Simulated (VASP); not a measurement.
A run of VASP 6.6.1:

The input POSCAR:

```
Ir
1.0
    2.8000085430      0.0000000000      0.0000000000
   -1.4000042715      2.4248785290      0.0000000000
    0.0000000000      0.0000000000      4.5426994298
Ir
2
Direct
    0.3333333333      0.6666666667      0.2500000000
    0.6666666667      0.3333333333      0.7500000000
```

INCAR.step1

```
ALGO = Normal
EDIFF = 1E-4
ENCUT = 520
GGA = PE
ISMEAR = -1
LASPH = T
LCHARG = F
LREAL = F
LWAVE = T
NBANDS = 16
NELM = 80
PREC = Accurate
SIGMA = 0.1
```

Contents of INCAR.step2:

```
ALGO = Normal
EDIFF = 1E-7
ENCUT = 520
ISIF = 2
ISMEAR = -1
ISTART = 1
LASPH = T
LCHARG = T
LELF = T
LMIXTAU = T
LREAL = F
LVHAR = T
LWAVE = F
METAGGA = R2SCAN
NBANDS = 16
NELM = 80
PREC = Accurate
SIGMA = 0.1
```

KPOINTS

```
k-points
0
Gamma
  15 15 8
```

Potentials or basis: VASP PAW PBE potentials, release 64 (Ir).

Launch:

```bash
$ cat potpaw_PBE.64/Ir/POTCAR > POTCAR
$ cp INCAR.step1 INCAR
$ mpirun -np 1 vasp_std > vasp.out
$ cp INCAR.step2 INCAR
$ mpirun -np 1 vasp_std > vasp.out
```

Hardware: 1 thread of Intel(R) Xeon(R) Platinum 8488C (Sapphire Rapids), on a shared host.

**Question.** Estimate the wall time of this run.

**Answer.** It took 2.5 min on 1 thread of Intel(R) Xeon(R) Platinum 8488C (Sapphire Rapids), on a shared host, peak memory 0.2 GiB. Counts: k points 135.
